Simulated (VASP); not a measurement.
# TiB2 (P6/mmm) in VASP: a series of runs

The runs below take TiB2 through single point, with r2SCAN.

Everything below comes from runs of VASP 6.6.1. Logs are shortened: lines on timing, memory, paths and dates and some standing lists are left out, and cuts for length are marked.

**1. The cell of the first run**

It takes space group P6/mmm (No. 191, hexagonal). The conventional cell has a = 3.025 Å, b = 3.025 Å, c = 3.224 Å, α = 90.00°, β = 90.00°, γ = 120.00°. Ti (site symmetry 6/mmm) has 12 B at 2.38 Å and 6 Ti at 3.02 Å within 3.1 Å. Within 2.4 Å of B (site symmetry -6m2) lie 3 B at 1.75 Å and 6 Ti at 2.38 Å.

**2. Single point, r2SCAN**

POSCAR

```
TiB2
1.0
    3.0248997888      0.0000000029      0.0000000000
   -1.5124498969      2.6196400596      0.0000000000
    0.0000000000      0.0000000000      3.2243443000
Ti B
1 2
Direct
    0.0000000000      0.0000000000      0.0000000000
    0.3333333333      0.6666666667      0.5000000000
    0.6666666667      0.3333333333      0.5000000000
```

INCAR.step1

```
PREC = Accurate
ENCUT = 550
ISMEAR = -1
SIGMA = 0.1
LREAL = False
LASPH = True
NELM = 120
NBANDS = 16
GGA = PE
ALGO = Normal
EDIFF = 1E-5
LWAVE = True
LCHARG = False
GGA_COMPAT = False
```

INCAR.step2

```
PREC = Accurate
ENCUT = 550
EDIFF = 1E-6
ISMEAR = -1
SIGMA = 0.1
LREAL = False
LASPH = True
NELM = 120
ALGO = Normal
ISIF = 2
LWAVE = False
LCHARG = False
METAGGA = R2SCAN
LMIXTAU = True
NBANDS = 16
ISTART = 1
GGA_COMPAT = False
```

KPOINTS

```
regular mesh
0
Gamma
  13 13 10
```

Potentials or basis: VASP PAW PBE potentials, release 64 (Ti_sv, B).

Command:

```
> cat potpaw_PBE.64/Ti_sv/POTCAR potpaw_PBE.64/B/POTCAR > POTCAR
> cp INCAR.step1 INCAR
> mpirun -np 1 vasp_std > vasp.out
> cp INCAR.step2 INCAR
> mpirun -np 1 vasp_std > vasp.out
```

OUTCAR:

```text
PREC = Accurate
   ENCUT = 550
   EDIFF = 1E-6
   ISMEAR = -1
   LREAL = False
   LASPH = True
   NELM = 120
   ISIF = 2
   METAGGA = R2SCAN
   ISTART = 1

 ion  position               nearest neighbor table
   1  0.000  0.000  0.000-   2 2.38   3 2.38   2 2.38   3 2.38   3 2.38   3 2.38   2 2.38   2 2.38
                             3 2.38   3 2.38   2 2.38   2 2.38
   2  0.333  0.667  0.500-   3 1.75   3 1.75   3 1.75   1 2.38   1 2.38   1 2.38   1 2.38   1 2.38
                             1 2.38
   3  0.667  0.333  0.500-   2 1.75   2 1.75   2 1.75   1 2.38   1 2.38   1 2.38   1 2.38   1 2.38
                             1 2.38

  LATTYP: Found a hexagonal cell.
 ALAT       =     3.0248997888
 C/A-ratio  =     1.0659342541

  Lattice vectors:

 A1 = (   3.0248997888,   0.0000000029,   0.0000000000)
 A2 = (  -1.5124498969,   2.6196400596,   0.0000000000)
 A3 = (   0.0000000000,   0.0000000000,   3.2243443000)

Analysis of symmetry for initial positions (statically):
=====================================================================
 Subroutine PRICEL returns:
 Original cell was already a primitive cell.

 Routine SETGRP: Setting up the symmetry group for a
 hexagonal supercell.

 Subroutine GETGRP returns: Found 24 space group operations
 (whereof 24 operations were pure point group operations)
 out of a pool of 24 trial point group operations.

The static configuration has the point symmetry D_6h.

Analysis of symmetry for dynamics (positions and initial velocities):
=====================================================================
 Subroutine PRICEL returns:
 Original cell was already a primitive cell.

 Routine SETGRP: Setting up the symmetry group for a
 hexagonal supercell.

 Subroutine GETGRP returns: Found 24 space group operations
 (whereof 24 operations were pure point group operations)
 out of a pool of 24 trial point group operations.

The dynamic configuration has the point symmetry D_6h.

 Subroutine INISYM returns: Found 24 space group operations
 (whereof 24 operations are pure point group operations),
 and found     1 'primitive' translations

----------------------------------------------------------------------------------------

                                     Primitive cell

  volume of cell :      25.5502

  direct lattice vectors                    reciprocal lattice vectors
     3.024899789  0.000000003  0.000000000     0.330589464  0.190865916  0.000000000
    -1.512449897  2.619640060  0.000000000    -0.000000000  0.381731832  0.000000000
     0.000000000  0.000000000  3.224344300     0.000000000  0.000000000  0.310140576

  length of vectors
     3.024899789  3.024899789  3.224344300     0.381731832  0.381731832  0.310140576

  position of ions in fractional coordinates (direct lattice)
     0.000000000  0.000000000  0.000000000
     0.333333333  0.666666667  0.500000000
     0.666666667  0.333333333  0.500000000

  ion indices of the primitive-cell ions
   primitive index   ion index
                 1           1
                 2           2
                 3           3

----------------------------------------------------------------------------------------

 KPOINTS: regular mesh

Automatic generation of k-mesh.
 Grid dimensions read from file:
 generate k-points for:   13   13   10

 Generating k-lattice:

  Cartesian coordinates                     Fractional coordinates (reciprocal lattice)
     0.025429959  0.014681994  0.000000000     0.076923077  0.000000000  0.000000000
    -0.000000000  0.029363987  0.000000000     0.000000000  0.076923077  0.000000000
     0.000000000  0.000000000  0.031014058     0.000000000  0.000000000  0.100000000

  Length of vectors
     0.029363987  0.029363987  0.031014058

  Shift w.r.t. Gamma in fractional coordinates (k-lattice)
     0.000000000  0.000000000  0.000000000

 Subroutine IBZKPT returns following result:
 ===========================================

 Found    126 irreducible k-points:

 Following reciprocal coordinates:
            Coordinates               Weight
  0.000000  0.000000  0.000000      1.000000
  0.076923  0.000000  0.000000      6.000000
  0.153846  0.000000  0.000000      6.000000
  0.230769  0.000000  0.000000      6.000000
  0.307692  0.000000  0.000000      6.000000
  0.384615  0.000000  0.000000      6.000000
[... 16 lines left out ...]
  0.076923  0.000000  0.100000     12.000000
  0.153846  0.000000  0.100000     12.000000
 [... further k-points ...]
   k-points           NKPTS =    126   k-points in BZ     NKDIM =    126   number of bands    NBANDS=     16
   number of dos      NEDOS =    301   number of ions     NIONS =      3
   total plane-waves  NPLWV =  16128
   dimension x,y,z NGX =    24 NGY =   24 NGZ =   28
   dimension x,y,z NGXF=    48 NGYF=   48 NGZF=   56
   ions per type =               1   2
   NGX,Y,Z   is equivalent  to a cutoff of  13.19, 13.19, 14.44 a.u.
   NGXF,Y,Z  is equivalent  to a cutoff of  26.38, 26.38, 28.87 a.u.
 SYSTEM =  unknown system
   PREC   = accura    normal or accurate (medium, high low for compatibility)
   ISTART =      1    job   : 0-new  1-cont  2-samecut
   ICHARG =      0    charge: 1-file 2-atom 10-const
   ISPIN  =      1    spin polarized calculation?
   LNONCOLLINEAR =      F non collinear calculations
   LSORBIT =      F    spin-orbit coupling
   LASPH  =      T    aspherical Exc in radial PAW
   ENCUT  =  550.0 eV  40.42 Ry    6.36 a.u.   5.78  5.78  6.17*2*pi/ulx,y,z
   NELM   =    120;   NELMIN=  2; NELMDL=  0     # of ELM steps
   EDIFF  = 0.1E-05   stopping-criterion for ELM
   LREAL  =      F    real-space projection
   EDIFFG = 0.1E-04   stopping-criterion for IOM
   NSW    =      0    number of steps for IOM
   IBRION =     -1    ionic relax: 0-MD 1-quasi-New 2-CG
   NFREE  =      0    steps in history (QN), initial steepest desc. (CG)
   ISIF   =      2    stress and relaxation
   ISYM   =      2    0-nonsym 1-usesym 2-fastsym
   POTIM  = 0.5000    time-step for ionic-motion
   TEBEG  =    0.0;   TEEND  =   0.0 temperature during run
   PSTRESS=    0.0 pullay stress
   NELECT =      18.0000    total number of electrons
   NUPDOWN=      -1.0000    fix difference up-down
   EMIN   =  10.00;   EMAX   =-10.00  energy-range for DOS
   EFERMI =   0.00;   METHOD = LEGACY
   ISMEAR =    -1;   SIGMA  =   0.10  broadening in eV -4-tet -1-fermi 0-gaus
   EFERMI_NEDOS =   21; number of points for ismear=-14 and -15
   IALGO  =     38    algorithm
   IMIX   =      4    mixing-type and parameters
     AMIX     =   0.40;   BMIX     =  1.00
     AMIX_MAG =   1.60;   BMIX_MAG =  1.00
  volume/ion in A,a.u.               =       8.52        57.47
  Fermi-wavevector in a.u.,A,eV,Ry     =   1.456692  2.752748 28.870894  2.121951
  Thomas-Fermi vector in A             =   2.573580
   LORBIT       =      0    0 simple, 1 ext, 2 COOP (PROOUT), +10 PAW based schemes
   METAGGA = R2SCAN    functional components
   LHFCALC =     F    Hartree Fock is set to
   AEXX    =    0.0000 exact exchange contribution
   IVDW    =     0    specifies the selected vdW correction
   LEPSILON=     F    determine dielectric tensor
   LRPA    =     F    only Hartree local field effects (RPA)
 non-spin polarized calculation
  energy-cutoff  :      550.00
  volume of cell :       25.55
 maximum number of plane-waves:       764
 NGX is ok and might be reduce to    24
   NGX = 11   NGY = 11   NGZ = 13

 number of electron      18.0000003 magnetization

 Free energy of the ion-electron system (eV)
  ---------------------------------------------------
  ext. energy  EPLUGINS =         0.00000000
  ---------------------------------------------------
  free energy    TOTEN  =       -30.97925962 eV

  energy without entropy =      -30.96747014  energy(sigma->0) =      -30.97336488

 E-fermi :  10.2049     XC(G=0): -13.7657

 val. band max:       10.1722241955   @ k =   0.2308   0.2308   0.0000
 cond. band min:      10.2342556107   @ k =   0.0769   0.0000   0.4000
 fundamental gap:      0.0620314152
 Fermi energy:        10.2048616482

 k-point     1 :       0.0000    0.0000    0.0000
  band No.  band energies     occupation
      1     -49.1957      2.00000
      2     -24.5113      2.00000
      3     -24.1803      2.00000
      4     -24.1802      2.00000
      5      -4.3185      2.00000
      6       7.4101      2.00000
[... 8 lines left out ...]
     15      16.1448      0.00000
     16      17.2852      0.00000

 k-point     2 :       0.0769    0.0000    0.0000
  band No.  band energies     occupation
      1     -49.1924      2.00000
      2     -24.5070      2.00000
      3     -24.2056      2.00000
      4     -24.1859      2.00000
      5      -4.1976      2.00000
      6       7.0438      2.00000
[... 8 lines left out ...]
     15      16.9088      0.00000
     16      17.6863      0.00000

 k-point     3 :       0.1538    0.0000    0.0000
  band No.  band energies     occupation
      1     -49.1831      2.00000
      2     -24.4951      2.00000
      3     -24.2755      2.00000
      4     -24.2016      2.00000
      5      -3.8409      2.00000
      6       6.0920      2.00000
[... 8 lines left out ...]
     15      18.4710      0.00000
     16      18.8694      0.00000

 k-point     4 :       0.2308    0.0000    0.0000
  band No.  band energies     occupation
      1     -49.1701      2.00000
      2     -24.4783      2.00000
      3     -24.3727      2.00000
      4     -24.2237      2.00000
      5      -3.2642      2.00000
      6       4.8337      2.00000
[... 8 lines left out ...]
     15      18.1675      0.00000
     16      19.7611      0.00000
[... 324 lines left out ...]
 k-point    22 :       0.0000    0.0000    0.1000
  band No.  band energies     occupation
      1     -49.1942      2.00000
      2     -24.5317      2.00000
      3     -24.1786      2.00000
      4     -24.1786      2.00000
      5      -4.1814      2.00000
      6       6.3659      2.00000
[... 8 lines left out ...]
     15      16.6795      0.00000
     16      17.2651      0.00000

 k-point    23 :       0.0769    0.0000    0.1000
  band No.  band energies     occupation
      1     -49.1909      2.00000
      2     -24.5273      2.00000
      3     -24.2038      2.00000
      4     -24.1842      2.00000
      5      -4.0633      2.00000
      6       6.3925      2.00000
[... 8 lines left out ...]
     15      17.2436      0.00000
     16      17.6270      0.00000

 k-point    24 :       0.1538    0.0000    0.1000
  band No.  band energies     occupation
      1     -49.1817      2.00000
      2     -24.5150      2.00000
      3     -24.2733      2.00000
      4     -24.1998      2.00000
      5      -3.7149      2.00000
      6       6.1428      2.00000
[... 8 lines left out ...]
     15      18.3616      0.00000
     16      18.6053      0.00000

 [... further k-points ...]

------------------------ aborting loop because EDIFF is reached ----------------------------------------

  FORCE on cell =-STRESS in cart. coord.  units (eV):
  Direction    XX          YY          ZZ          XY          YZ          ZX
  --------------------------------------------------------------------------------------
  -------------------------------------------------------------------------------------
  Total        0.1165114      0.1165114      0.1151588      0.0000000     -0.0000000      0.0000000
  in kB        7.3060909      7.3060909      7.2212693      0.0000000     -0.0000000      0.0000000
  external PRESSURE =       7.2778170 kB  Pullay stress =       0.0000000 kB

 VOLUME and BASIS-vectors are now :
 -----------------------------------------------------------------------------
  energy-cutoff  :      550.00
  volume of cell :       25.55
      direct lattice vectors                 reciprocal lattice vectors
     3.024899789  0.000000003  0.000000000     0.330589464  0.190865916  0.000000000
    -1.512449897  2.619640060  0.000000000    -0.000000000  0.381731832  0.000000000
     0.000000000  0.000000000  3.224344300     0.000000000  0.000000000  0.310140576

 POSITION                                       TOTAL-FORCE (eV/Angst)
 -----------------------------------------------------------------------------------
      0.00000      0.00000      0.00000         0.000000     -0.000000      0.000000
     -0.00000      1.74643      1.61217         0.000000     -0.000000      0.000000
      1.51245      0.87321      1.61217        -0.000000      0.000000      0.000000
 -----------------------------------------------------------------------------------
    total drift:                               -0.000000      0.000000     -0.000000

  FREE ENERGIE OF THE ION-ELECTRON SYSTEM (eV)
  ---------------------------------------------------
  free  energy   TOTEN  =       -30.9792596195 eV

  energy  without entropy=      -30.9674701431  energy(sigma->0) =      -30.97336488
```

It took 6.1 min on 1 thread of AMD EPYC 7R13, shared host; peak memory 0.16 GiB.

Results:

- Free energy: -30.9793 eV
- Pressure: 0.7 GPa
- Band gap on the k mesh: zero (bands 9 and 10 overlap by 0.55 eV)

Caveat: the PAW data sets were made with another functional, which shifts forces and pressure a little.

(Part 1 of 3 ends here.)
